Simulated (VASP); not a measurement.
# PbO: single point with r2SCAN

PbO:

```
Pb O
1.0
     3.99022    0.00000    0.00000
     0.00000    3.99022    0.00000
     0.00000    0.00000    5.71217
Pb O
2 2
Direct
  0.50000 0.00000 0.20852
  0.00000 0.50000 0.79148
  0.00000 0.00000 0.00000
  0.50000 0.50000 0.00000
```

- Program: VASP 6.6.1
- Task: single point
- Functional: r2SCAN
- Potentials or basis: VASP PAW PBE potentials, release 64 (Pb_d, O)
- Cutoff: 520 eV
- k mesh: 6 × 6 × 4
- Occupations: gaussian, width 0.05 eV
- Spin: no spin polarisation
- Dipole correction: no
- Further INCAR settings: ALGO = Normal; EDIFF = 1e-07; NBANDS = 28

```yaml
Pressure: -0.1 GPa
Largest_force: 0.117 eV/Å
Band_gap_on_the_k_mesh: 2.20 eV (least direct gap 2.31 eV)
```

Forces on the atoms (eV/Å):
```
Pb   0.000  0.000  0.117
Pb   0.000  0.000 -0.117
O    0.000  0.000  0.000
O    0.000  0.000  0.000
```

Stress tensor (GPa, compression positive):
```
-0.10  0.00  0.00
 0.00 -0.10  0.00
 0.00  0.00 -0.23
```

Levels at points of the mesh, in eV from the valence-band top:
```
           k point  band 17  band 18  band 19  band 20  band 21  band 22  band 23  band 24
(0.00, 0.00, 0.00)    -1.71    -1.66    -1.66     0.00     2.31     4.65     6.44     6.44
(0.50, 0.00, 0.00)    -2.99    -2.99    -1.45    -1.45     3.42     3.42     6.16     6.16
(0.50, 0.50, 0.00)    -1.73    -1.73    -1.03    -1.03     2.20     2.20     5.60     5.60
(0.00, 0.00, 0.50)    -1.73    -1.67    -1.67    -0.95     2.24     4.73     5.07     5.07
(0.50, 0.00, 0.50)    -2.98    -2.98    -1.06    -1.06     3.12     3.12     6.89     6.89
(0.50, 0.50, 0.50)    -1.97    -1.97    -1.03    -1.03     4.12     4.12     4.29     4.29
```

Wall time 3.9 min on 1 thread of Intel(R) Xeon(R) 6975P-C (Granite Rapids), with other jobs on the host, peak memory 0.22 GiB.

Caveat: the PAW data sets were made with another functional, which shifts forces and pressure a little; spin-orbit coupling is left out, which moves the levels of the heavy elements. A k mesh can miss the band edges.
